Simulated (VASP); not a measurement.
# Zr3S2 (R32) in VASP: a series of runs, part 2 of 2

VASP 6.6.1.

### 5 Single point, PBE

File INCAR:

```
ALGO = Normal ; EDIFF = 1E-6
ENCUT = 520 ; GGA = PE
ISIF = 2 ; ISMEAR = 0
LASPH = True ; LCHARG = False
LREAL = False ; LWAVE = False
NBANDS = 32 ; NELM = 80
PREC = Accurate ; SIGMA = 0.15
```

File KPOINTS:

```
k-points
0
Gamma
  12 12 12
```

File POSCAR:

```
Zr3S2
1.0
    2.8952118352      1.6715513324      3.4803742106
   -2.8952118352      1.6715513324      3.4803742106
    0.0000000000     -3.3431026648      3.4803742107
Zr S
3 2
Direct
    0.1621066357      0.8378933643      0.5000000000
    0.5000000000      0.1621066357      0.8378933643
    0.8378933643      0.5000000000      0.1621066357
    0.3347765468      0.3347765468      0.3347765468
    0.6652234532      0.6652234532      0.6652234532
```

Potentials or basis: VASP PAW PBE potentials, release 64 (Zr_sv, S).

Run with:

```bash
> cat potpaw_PBE.64/Zr_sv/POTCAR potpaw_PBE.64/S/POTCAR > POTCAR
> mpirun -np 1 vasp_std > vasp.out
```

OUTCAR:

```text
EDIFF = 1E-6
   ENCUT = 520
   GGA = PE
   ISIF = 2
   ISMEAR = 0
   LASPH = True
   LREAL = False
   NELM = 80
   PREC = Accurate

 ion  position               nearest neighbor table
   1  0.162  0.838  0.500-   4 2.60   5 2.60   5 2.61   4 2.61   2 3.32   3 3.32   3 3.32   2 3.32
                             3 3.39   2 3.39   2 3.48   3 3.48
   2  0.500  0.162  0.838-   5 2.60   4 2.60   5 2.61   4 2.61   1 3.32   1 3.32   3 3.32   3 3.32
                             3 3.39   1 3.39   3 3.48   1 3.48
   3  0.838  0.500  0.162-   4 2.60   5 2.60   4 2.61   5 2.61   1 3.32   1 3.32   2 3.32   2 3.32
                             2 3.39   1 3.39   2 3.48   1 3.48
   4  0.335  0.335  0.335-   1 2.60   3 2.60   2 2.60   3 2.61   1 2.61   2 2.61
   5  0.665  0.665  0.665-   1 2.60   2 2.60   3 2.60   2 2.61   1 2.61   3 2.61

  LATTYP: Found a trigonal (rhomboedric) cell.
 ALAT       =     4.8259030319
 COS(alpha) =     0.2801640970

  Lattice vectors:

 A1 = (   2.8952118352,   1.6715513324,   3.4803742106)
 A2 = (  -2.8952118352,   1.6715513324,   3.4803742106)
 A3 = (   0.0000000000,  -3.3431026648,   3.4803742107)

Analysis of symmetry for initial positions (statically):
=====================================================================
 Subroutine PRICEL returns:
 Original cell was already a primitive cell.

 Routine SETGRP: Setting up the symmetry group for a
 trigonal (rhombohedral) supercell.

 Subroutine GETGRP returns: Found  6 space group operations
 (whereof  6 operations were pure point group operations)
 out of a pool of 12 trial point group operations.

The static configuration has the point symmetry D_3 .

Analysis of symmetry for dynamics (positions and initial velocities):
=====================================================================
 Subroutine PRICEL returns:
 Original cell was already a primitive cell.

 Routine SETGRP: Setting up the symmetry group for a
 trigonal (rhombohedral) supercell.

 Subroutine GETGRP returns: Found  6 space group operations
[... 125 lines left out ...]
   EFERMI_NEDOS =   21; number of points for ismear=-14 and -15
   IALGO  =     38    algorithm
   IMIX   =      4    mixing-type and parameters
     AMIX     =   0.40;   BMIX     =  1.00
     AMIX_MAG =   1.60;   BMIX_MAG =  1.00
  volume/ion in A,a.u.               =      20.21       136.40
  Fermi-wavevector in a.u.,A,eV,Ry     =   1.277310  2.413765 22.198173  1.631520
  Thomas-Fermi vector in A             =   2.409916
   LORBIT       =      0    0 simple, 1 ext, 2 COOP (PROOUT), +10 PAW based schemes
   GGA     = PE    functional components
   LHFCALC =     F    Hartree Fock is set to
   AEXX    =    0.0000 exact exchange contribution
   IVDW    =     0    specifies the selected vdW correction
   LEPSILON=     F    determine dielectric tensor
   LRPA    =     F    only Hartree local field effects (RPA)
 non-spin polarized calculation
 Gauss-broadening in eV      SIGMA  =   0.15
  energy-cutoff  :      520.00
  volume of cell :      101.06
 maximum number of plane-waves:      2744
   NGX = 17   NGY = 17   NGZ = 17

 number of electron      47.9999998 magnetization

 Free energy of the ion-electron system (eV)
  ---------------------------------------------------
  ext. energy  EPLUGINS =         0.00000000
  ---------------------------------------------------
  free energy    TOTEN  =       -39.24502919 eV

  energy without entropy =      -39.21781594  energy(sigma->0) =      -39.23142257

 E-fermi :   8.9545     XC(G=0): -10.9424

 val. band max:        8.9522940804   @ k =   0.2500   0.1667   0.0833
 cond. band min:       8.9550221311   @ k =   0.3333   0.2500   0.2500
 fundamental gap:      0.0027280507
 Fermi energy:         8.9544650897

 k-point     1 :       0.0000    0.0000    0.0000
  band No.  band energies     occupation
      1     -40.1439      2.00000
      2     -40.0632      2.00000
      3     -40.0632      2.00000
      4     -18.3111      2.00000
      5     -18.3111      2.00000
      6     -18.3042      2.00000
[... 829 lines left out ...]
     31      12.0592      0.00000
     32      12.5679      0.00000

 [... further k-points ...]
[... 5 lines left out ...]
  --------------------------------------------------------------------------------------
  -------------------------------------------------------------------------------------
  Total        0.0061266      0.0061266      0.0209844      0.0000000     -0.0000000      0.0000000
  in kB        0.0971301      0.0971301      0.3326820      0.0000000     -0.0000000      0.0000000
  external PRESSURE =       0.1756474 kB  Pullay stress =       0.0000000 kB

 VOLUME and BASIS-vectors are now :
 -----------------------------------------------------------------------------
  energy-cutoff  :      520.00
  volume of cell :      101.06
      direct lattice vectors                 reciprocal lattice vectors
     2.895211835  1.671551332  3.480374211     0.172698935  0.099707777  0.095775142
    -2.895211835  1.671551332  3.480374211    -0.172698935  0.099707777  0.095775142
     0.000000000 -3.343102665  3.480374211     0.000000000 -0.199415553  0.095775142

 POSITION                                       TOTAL-FORCE (eV/Angst)
 -----------------------------------------------------------------------------------
     -1.95655      0.00000      5.22056        -0.005960      0.000000      0.000000
      0.97827     -1.69442      5.22056         0.002980     -0.005161      0.000000
      0.97827      1.69442      5.22056         0.002980      0.005161     -0.000000
      0.00000      0.00000      3.49544        -0.000000     -0.000000      0.003388
      0.00000      0.00000      6.94568        -0.000000      0.000000     -0.003388
 -----------------------------------------------------------------------------------
    total drift:                               -0.000000     -0.000000      0.000000

  FREE ENERGIE OF THE ION-ELECTRON SYSTEM (eV)
  ---------------------------------------------------
  free  energy   TOTEN  =       -39.2450291914 eV

  energy  without entropy=      -39.2178159404  energy(sigma->0) =      -39.23142257
```

stdout:

```text
POSCAR found type information on POSCAR ZrS
 POSCAR found :  2 types and       5 ions
 scaLAPACK will be used
 LDA part: xc-table for (Slater+PW92), standard interpolation
 POSCAR, INCAR and KPOINTS ok, starting setup
 FFT: planning ... GRIDC
 FFT: planning ... GRID_SOFT
 FFT: planning ... GRID
 WAVECAR not read
 entering main loop
```

Run time: 13 min. Hardware: 1 thread of Oxide Virtual Turin-like, shared host; peak memory 0.51 GiB.

Results:

```yaml
Free_energy: -39.2450 eV
Pressure: 0.0 GPa
Largest_force: 0.006 eV/Å
Band_gap_on_the_k_mesh: zero (band 24 reaches 9.16 eV, above the bottom of band 25 at 8.83 eV)
```

Forces on the atoms (eV/Å):
```
Zr  -0.006  0.000  0.000
Zr   0.003 -0.005  0.000
Zr   0.003  0.005  0.000
S    0.000  0.000  0.003
S    0.000  0.000 -0.003
```

### 6 The runs side by side

| k mesh | smearing | gap on the mesh (eV) | pressure (GPa) | largest force (eV/Å) |
| --- | --- | --- | --- | --- |
| 6 × 6 × 6 | gaussian 0.15 eV | none | 0.0 | 0.01 |
| 12 × 12 × 12 | gaussian 0.1 eV | none | 0.0 | - |
| 12 × 12 × 12 | gaussian 0.15 eV | none | 0.0 | 0.01 |

Alike in all rows: task single point; level PBE; potentials or basis VASP PAW PBE potentials, release 64 (Zr_sv, S); no spin polarisation; cell a = 4.826 Å, angles 73.7°, 5 atoms; cutoff (eV) 520.

Every run on the cell as given and a fine mesh finds a metal.

Absolute energies hang on the potentials; compare differences alone.
